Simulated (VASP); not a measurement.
# CaLuH5 (P4/mmm) in VASP: a series of runs, part 2 of 2

VASP 6.6.1. The steps go on from the part before.

**3. Single point, PBE**

This run uses another cell than the first one, of 11.27 Å³/atom.

The input, INCAR:

```
PREC = Accurate
ENCUT = 520
EDIFF = 1E-7
ISMEAR = 0
SIGMA = 0.1
LREAL = F
LASPH = T
NELM = 100
ALGO = Normal
ISIF = 2
LWAVE = F
LCHARG = F
GGA = PE
NBANDS = 29
```

The input, KPOINTS:

```
regular mesh
0
Gamma
  10 10 6
```

The input, POSCAR:

```
CaLuH5
1.0
    3.4365232084      0.0000000000      0.0000000000
    0.0000000000      3.4365232084      0.0000000000
    0.0000000000      0.0000000000      6.6785063732
Ca Lu H
1 1 5
Direct
    0.0000000000      0.0000000000      0.0000000000
    0.0000000000      0.0000000000      0.5000000000
    0.0000000000      0.5000000000      0.3051619229
    0.0000000000      0.5000000000      0.6948380771
    0.5000000000      0.0000000000      0.3051619229
    0.5000000000      0.0000000000      0.6948380771
    0.5000000000      0.5000000000      0.0000000000
```

Potentials or basis: VASP PAW PBE potentials, release 64 (Ca_sv, Lu, H).

Command:

```
cat potpaw_PBE.64/Ca_sv/POTCAR potpaw_PBE.64/Lu/POTCAR potpaw_PBE.64/H/POTCAR > POTCAR
mpirun -np 1 vasp_std > vasp.out
```

OUTCAR:

```text
PREC = Accurate
   ENCUT = 520
   EDIFF = 1E-7
   ISMEAR = 0
   LREAL = F
   LASPH = T
   NELM = 100
   ISIF = 2
   GGA = PE

 ion  position               nearest neighbor table
   1  0.000  0.000  0.000-   2 3.34   2 3.34
   2  0.000  0.000  0.500-   3 2.16   4 2.16   5 2.16   6 2.16   3 2.16   4 2.16   5 2.16   6 2.16
                             1 3.34   1 3.34
   3  0.000  0.500  0.305-   2 2.16   2 2.16
   4  0.000  0.500  0.695-   2 2.16   2 2.16
   5  0.500  0.000  0.305-   2 2.16   2 2.16
   6  0.500  0.000  0.695-   2 2.16   2 2.16
   7  0.500  0.500  0.000-

  LATTYP: Found a simple tetragonal cell.
 ALAT       =     3.4365232084
 C/A-ratio  =     1.9433904467

  Lattice vectors:

 A1 = (   3.4365232084,   0.0000000000,   0.0000000000)
 A2 = (   0.0000000000,   3.4365232084,   0.0000000000)
 A3 = (   0.0000000000,   0.0000000000,   6.6785063732)

Analysis of symmetry for initial positions (statically):
=====================================================================
 Subroutine PRICEL returns:
 Original cell was already a primitive cell.

 Routine SETGRP: Setting up the symmetry group for a
 simple tetragonal supercell.

 Subroutine GETGRP returns: Found 16 space group operations
 (whereof 16 operations were pure point group operations)
 out of a pool of 16 trial point group operations.

The static configuration has the point symmetry D_4h.

Analysis of symmetry for dynamics (positions and initial velocities):
=====================================================================
 Subroutine PRICEL returns:
 Original cell was already a primitive cell.

 Routine SETGRP: Setting up the symmetry group for a
 simple tetragonal supercell.

 Subroutine GETGRP returns: Found 16 space group operations
 (whereof 16 operations were pure point group operations)
 out of a pool of 16 trial point group operations.

[... 132 lines left out ...]
  Fermi-wavevector in a.u.,A,eV,Ry     =   1.305536  2.467105 23.190100  1.704424
  Thomas-Fermi vector in A             =   2.436399
   LORBIT       =      0    0 simple, 1 ext, 2 COOP (PROOUT), +10 PAW based schemes
   GGA     = PE    functional components
   LHFCALC =     F    Hartree Fock is set to
   AEXX    =    0.0000 exact exchange contribution
   IVDW    =     0    specifies the selected vdW correction
   LEPSILON=     F    determine dielectric tensor
   LRPA    =     F    only Hartree local field effects (RPA)
 non-spin polarized calculation
 Gauss-broadening in eV      SIGMA  =   0.10
  energy-cutoff  :      520.00
  volume of cell :       78.87
 maximum number of plane-waves:      2144
 NGX is ok and might be reduce to    28
   NGX = 13   NGY = 13   NGZ = 25

 number of electron      39.9999994 magnetization

 Free energy of the ion-electron system (eV)
  ---------------------------------------------------
  ext. energy  EPLUGINS =         0.00000000
  ---------------------------------------------------
  free energy    TOTEN  =       -25.35192751 eV

  energy without entropy =      -25.34941485  energy(sigma->0) =      -25.35067118

 E-fermi :   1.6510     XC(G=0):  -9.4725

 val. band max:        1.6401494753   @ k =   0.5000   0.4000   0.3333
 cond. band min:       1.6809034014   @ k =   0.1000   0.0000   0.1667
 fundamental gap:      0.0407539261
 Fermi energy:         1.6509869769

 k-point     1 :       0.0000    0.0000    0.0000
  band No.  band energies     occupation
      1     -54.4204      2.00000
      2     -39.5233      2.00000
      3     -25.2109      2.00000
      4     -24.9522      2.00000
      5     -24.9522      2.00000
      6     -20.6108      2.00000
[... 757 lines left out ...]
     28       6.8473      0.00000
     29       7.3550      0.00000

 [... further k-points ...]

------------------------ aborting loop because EDIFF is reached ----------------------------------------

  FORCE on cell =-STRESS in cart. coord.  units (eV):
  Direction    XX          YY          ZZ          XY          YZ          ZX
  --------------------------------------------------------------------------------------
  -------------------------------------------------------------------------------------
  Total        0.0488911      0.0488911      0.0355832      0.0000000      0.0000000     -0.0000000
  in kB        0.9931671      0.9931671      0.7228318      0.0000000      0.0000000     -0.0000000
  external PRESSURE =       0.9030554 kB  Pullay stress =       0.0000000 kB

 VOLUME and BASIS-vectors are now :
 -----------------------------------------------------------------------------
  energy-cutoff  :      520.00
  volume of cell :       78.87
      direct lattice vectors                 reciprocal lattice vectors
     3.436523208  0.000000000  0.000000000     0.290991778  0.000000000  0.000000000
     0.000000000  3.436523208  0.000000000     0.000000000  0.290991778  0.000000000
     0.000000000  0.000000000  6.678506373     0.000000000  0.000000000  0.149734079

 POSITION                                       TOTAL-FORCE (eV/Angst)
 -----------------------------------------------------------------------------------
      0.00000      0.00000      0.00000        -0.000000      0.000000     -0.000000
      0.00000      0.00000      3.33925        -0.000000      0.000000     -0.000000
      0.00000      1.71826      2.03803        -0.000000      0.000000     -0.010107
      0.00000      1.71826      4.64048        -0.000000     -0.000000      0.010107
      1.71826      0.00000      2.03803         0.000000      0.000000     -0.010107
      1.71826      0.00000      4.64048         0.000000     -0.000000      0.010107
      1.71826      1.71826      0.00000        -0.000000      0.000000     -0.000000
 -----------------------------------------------------------------------------------
    total drift:                               -0.000000      0.000000      0.000000

  FREE ENERGIE OF THE ION-ELECTRON SYSTEM (eV)
  ---------------------------------------------------
  free  energy   TOTEN  =       -25.3519275139 eV

  energy  without entropy=      -25.3494148535  energy(sigma->0) =      -25.35067118
```

OSZICAR:

```text
N       E                     dE             d eps       ncg     rms          rms(c)
DAV:   1     0.245639560430E+03    0.24564E+03   -0.17174E+04  6932   0.377E+03
DAV:   2    -0.164907472679E+01   -0.24729E+03   -0.23882E+03  5641   0.577E+02
DAV:   3    -0.253198729217E+02   -0.23671E+02   -0.23380E+02  6805   0.108E+02
DAV:   4    -0.270220553745E+02   -0.17022E+01   -0.16915E+01  8529   0.224E+01
DAV:   5    -0.270530576675E+02   -0.31002E-01   -0.30994E-01  7022   0.251E+00    0.967E+00
DAV:   6    -0.256506895639E+02    0.14024E+01   -0.16020E+00  7453   0.433E+01    0.495E+00
DAV:   7    -0.253382890731E+02    0.31240E+00   -0.19040E+00  8299   0.112E+01    0.835E-01
DAV:   8    -0.253457945771E+02   -0.75055E-02   -0.15452E-01  7425   0.549E+00    0.440E-01
DAV:   9    -0.253509502660E+02   -0.51557E-02   -0.17733E-02  6978   0.831E-01    0.139E-01
DAV:  10    -0.253518813366E+02   -0.93107E-03   -0.20348E-03  8422   0.691E-01    0.679E-02
DAV:  11    -0.253519175766E+02   -0.36240E-04   -0.33732E-04  7457   0.353E-01    0.189E-02
DAV:  12    -0.253519248865E+02   -0.73099E-05   -0.75370E-05  7435   0.856E-02    0.724E-03
DAV:  13    -0.253519275987E+02   -0.27122E-05   -0.11981E-05  6964   0.447E-02    0.411E-03
DAV:  14    -0.253519277921E+02   -0.19343E-06   -0.28500E-06  7469   0.308E-02    0.215E-03
DAV:  15    -0.253519274564E+02    0.33575E-06   -0.37755E-07  5707   0.997E-03    0.731E-04
DAV:  16    -0.253519275139E+02   -0.57513E-07   -0.76649E-08  3866   0.174E-03
   1 F= -.25351928E+02 E0= -.25350671E+02  d E =-.251266E-02
```

stdout:

```text
POSCAR found type information on POSCAR CaLuH
 POSCAR found :  3 types and       7 ions
 scaLAPACK will be used
 LDA part: xc-table for (Slater+PW92), standard interpolation
 POSCAR, INCAR and KPOINTS ok, starting setup
 FFT: planning ... GRIDC
 FFT: planning ... GRID_SOFT
 FFT: planning ... GRID
 WAVECAR not read
 entering main loop
```

Wall time 2 min (1 thread of Intel Xeon 6975P-C (Granite Rapids), shared host); peak memory 0.33 GiB.

What came out:

| Item | Value |
| --- | --- |
| Free energy | -25.3519 eV |
| Pressure | 0.1 GPa |
| Largest force | 0.010 eV/Å |
| Band gap on the k mesh | zero (bands 20 and 21 overlap by 0.65 eV) |

Forces on the atoms (eV/Å):
```
Ca   0.000  0.000  0.000
Lu   0.000  0.000  0.000
H    0.000  0.000 -0.010
H    0.000  0.000  0.010
H    0.000  0.000 -0.010
H    0.000  0.000  0.010
H    0.000  0.000  0.000
```

Levels at points of the mesh, in eV from the Fermi level:
```csv
k point,band 18,band 19,band 20,band 21,band 22,band 23
"(0.00, 0.00, 0.00)",-3.65,-2.96,0.25,0.76,2.00,2.98
"(0.50, 0.00, 0.00)",-4.02,-2.13,-1.31,0.57,1.71,3.33
"(0.50, 0.50, 0.00)",-3.09,-2.54,-2.54,-0.13,0.38,3.81
"(0.00, 0.00, 0.50)",-2.88,-2.29,0.05,0.42,3.19,3.57
"(0.50, 0.00, 0.50)",-3.68,-2.83,-1.53,1.56,2.04,3.10
"(0.50, 0.50, 0.50)",-3.03,-2.73,-2.73,-0.35,1.62,2.68
```

Caveat: spin-orbit coupling is left out, which moves the levels of the heavy elements.

**4. Relaxation of cell and atoms, PBE**

The input, INCAR:

```
PREC = Accurate ; ENCUT = 600
EDIFF = 1E-6 ; ISMEAR = 0
SIGMA = 0.1 ; LREAL = F
LASPH = T ; NELM = 100
ALGO = Normal ; ISIF = 3
LWAVE = F ; LCHARG = F
GGA = PE ; IBRION = 2
NSW = 100 ; EDIFFG = -0.01
```

KPOINTS is that of step 3.

The input, POSCAR:

```
CaLuH5
1.0
    3.7173060800      0.0000000000      0.0000000000
    0.0000000000      3.7173060800      0.0000000000
    0.0000000000      0.0000000000      5.9788653900
Ca Lu H
1 1 5
Direct
    0.0000000000      0.0000000000      0.0000000000
    0.0000000000      0.0000000000      0.5000000000
    0.0000000000      0.5000000000      0.3021256300
    0.0000000000      0.5000000000      0.6978743700
    0.5000000000      0.0000000000      0.3021256300
    0.5000000000      0.0000000000      0.6978743700
    0.5000000000      0.5000000000      0.0000000000
```

Potentials or basis: VASP PAW PBE potentials, release 64 (Ca_sv, Lu, H).

Command:

```
cat potpaw_PBE.64/Ca_sv/POTCAR potpaw_PBE.64/Lu/POTCAR potpaw_PBE.64/H/POTCAR > POTCAR
mpirun -np 1 vasp_std > vasp.out
```

OUTCAR:

```text
PREC = Accurate
   ENCUT = 600
   EDIFF = 1E-6
   ISMEAR = 0
   LREAL = F
   LASPH = T
   NELM = 100
   ISIF = 3
   GGA = PE
   IBRION = 2
   NSW = 100
   EDIFFG = -0.01

 ion  position               nearest neighbor table
   1  0.000  0.000  0.000-   2 2.99   2 2.99
   2  0.000  0.000  0.500-   3 2.20   4 2.20   5 2.20   6 2.20   3 2.20   4 2.20   5 2.20   6 2.20
                             1 2.99   1 2.99
   3  0.000  0.500  0.302-   2 2.20   2 2.20
   4  0.000  0.500  0.698-   2 2.20   2 2.20
   5  0.500  0.000  0.302-   2 2.20   2 2.20
   6  0.500  0.000  0.698-   2 2.20   2 2.20
   7  0.500  0.500  0.000-

  LATTYP: Found a simple tetragonal cell.
 ALAT       =     3.7173060800
 C/A-ratio  =     1.6083866277

[... 483 lines left out ...]
  ext. energy  EPLUGINS =         0.00000000
  ---------------------------------------------------
  free energy    TOTEN  =       -25.35222172 eV

  energy without entropy =      -25.34969174  energy(sigma->0) =      -25.35095673

 E-fermi :   1.6391     XC(G=0):  -9.4607

 val. band max:        1.6333901969   @ k =   0.5000   0.4000   0.3333
 cond. band min:       1.6587088219   @ k =   0.1000   0.0000   0.1667
 fundamental gap:      0.0253186250
 Fermi energy:         1.6391108562

 k-point     1 :       0.0000    0.0000    0.0000
  band No.  band energies     occupation
      1     -54.4498      2.00000
      2     -39.5370      2.00000
      3     -25.2377      2.00000
      4     -24.9825      2.00000
      5     -24.9825      2.00000
      6     -20.6249      2.00000
[... 637 lines left out ...]
     23       4.8589      0.00000
     24       5.5895      0.00000

 [... further k-points ...]

------------------------ aborting loop because EDIFF is reached ----------------------------------------

  FORCE on cell =-STRESS in cart. coord.  units (eV):
  Direction    XX          YY          ZZ          XY          YZ          ZX
  --------------------------------------------------------------------------------------
  -------------------------------------------------------------------------------------
  Total       -0.0444844     -0.0444844     -0.0219975      0.0000000      0.0000000      0.0000000
  in kB       -0.9009920     -0.9009920     -0.4455395      0.0000000      0.0000000      0.0000000
  external PRESSURE =      -0.7491745 kB  Pullay stress =       0.0000000 kB
[... 22 lines left out ...]
  FREE ENERGIE OF THE ION-ELECTRON SYSTEM (eV)
  ---------------------------------------------------
  free  energy   TOTEN  =       -25.3522217231 eV

  energy  without entropy=      -25.3496917413  energy(sigma->0) =      -25.35095673

 reached required accuracy - stopping structural energy minimisation
```

CONTCAR:

```text
CaLuH5
   1.00000000000000
     3.4415092680885295   -0.0000000000000000   -0.0000000000000000
     0.0000000000000000    3.4415092680885295   -0.0000000000000000
    -0.0000000000000000   -0.0000000000000000    6.6788169373663129
  Ca              Lu              H
     1     1     5
Direct
     0.0000000000000000    0.0000000000000000    0.0000000000000000
     0.0000000000000000    0.0000000000000000    0.5000000000000000
     0.0000000000000000    0.5000000000000000    0.3048865204141764
     0.0000000000000000    0.5000000000000000    0.6951134795858238
     0.5000000000000000    0.0000000000000000    0.3048865204141764
     0.5000000000000000    0.0000000000000000    0.6951134795858238
     0.5000000000000000    0.5000000000000000    0.0000000000000000

  0.00000000E+00  0.00000000E+00  0.00000000E+00
  0.00000000E+00  0.00000000E+00  0.00000000E+00
  0.00000000E+00  0.00000000E+00  0.00000000E+00
  0.00000000E+00  0.00000000E+00  0.00000000E+00
  0.00000000E+00  0.00000000E+00  0.00000000E+00
  0.00000000E+00  0.00000000E+00  0.00000000E+00
  0.00000000E+00  0.00000000E+00  0.00000000E+00
```

Run time: 9 min. Hardware: 1 thread of Intel Xeon 6975P-C (Granite Rapids), shared host; peak memory 0.38 GiB.

What came out:

| Quantity | Value |
| --- | --- |
| Free energy | -25.3522 eV |
| Relaxed volume | 11.30 Å³/atom |
| Relaxed cell | a = 3.442 Å, b = 3.442 Å, c = 6.679 Å, α = 90.00°, β = 90.00°, γ = 90.00° |
| Space group after relaxing (to 0.1 Å) | P4/mmm (No. 123) |
| Energy gained by relaxing | 127.9 meV/atom |
| Ionic steps | 8 |
| Pressure after relaxing | -0.1 GPa |
| Largest force after relaxing | 0.003 eV/Å |
| Band gap on the k mesh | zero (bands 20 and 21 overlap by 0.64 eV) |

Forces on the atoms (eV/Å):
```
Ca   0.000  0.000  0.000
Lu   0.000  0.000  0.000
H    0.000  0.000  0.003
H    0.000  0.000 -0.003
H    0.000  0.000  0.003
H    0.000  0.000 -0.003
H    0.000  0.000  0.000
```

The path:
| step | energy change (eV) | largest force (eV/Å) | pressure (GPa) | volume (Å³) |
| --- | --- | --- | --- | --- |
| 1 | 0.0000 | 0.1068 | -2.32 | 82.62 |
| 2 | -0.6797 | 0.0004 | -1.23 | 80.35 |
| 3 | -0.8876 | 0.0998 | 0.47 | 77.74 |
| 4 | -0.8879 | 0.0960 | 0.43 | 77.85 |
| 5 | -0.8907 | 0.0832 | 0.16 | 78.25 |
| 6 | -0.8940 | 0.0536 | -0.29 | 79.20 |
| 7 | -0.8942 | 0.0465 | -0.38 | 79.43 |
| 8 | -0.8954 | 0.0032 | -0.07 | 79.10 |

Final structure:
```xyz
7
Lattice="3.4415 0.0000 0.0000 0.0000 3.4415 0.0000 0.0000 0.0000 6.6788" Properties=species:S:1:pos:R:3 pbc="T T T"
Ca    0.0000    0.0000    0.0000
Lu    0.0000    0.0000    3.3394
H     0.0000    1.7208    2.0363
H     0.0000    1.7208    4.6425
H     1.7208    0.0000    2.0363
H     1.7208    0.0000    4.6425
H     1.7208    1.7208    0.0000
```

Caveat: spin-orbit coupling is left out, which moves the levels of the heavy elements.

**5. The runs side by side**

```csv
task,cell,k mesh,cutoff (eV),gap on the mesh (eV),pressure (GPa),largest force (eV/Å)
single point,"a = 3.717, b = 3.717, c = 5.979 Å, 7 atoms, atomic positions A",6 × 6 × 4,520,none,-2.4,0.11
single point,"a = 3.437, b = 3.437, c = 6.679 Å, 7 atoms, atomic positions B",10 × 10 × 6,520,none,0.1,0.01
relaxation of cell and atoms,"relaxed from a = 3.717, b = 3.717, c = 5.979 Å, 7 atoms, atomic positions A",10 × 10 × 6,600,none,-0.1,-
```

Alike in all rows: level PBE; potentials or basis VASP PAW PBE potentials, release 64 (Ca_sv, Lu, H); no spin polarisation; smearing gaussian 0.1 eV.

Caveats: spin-orbit coupling is left out, which moves the levels of the heavy elements.

Absolute energies hang on the potentials; compare differences alone.
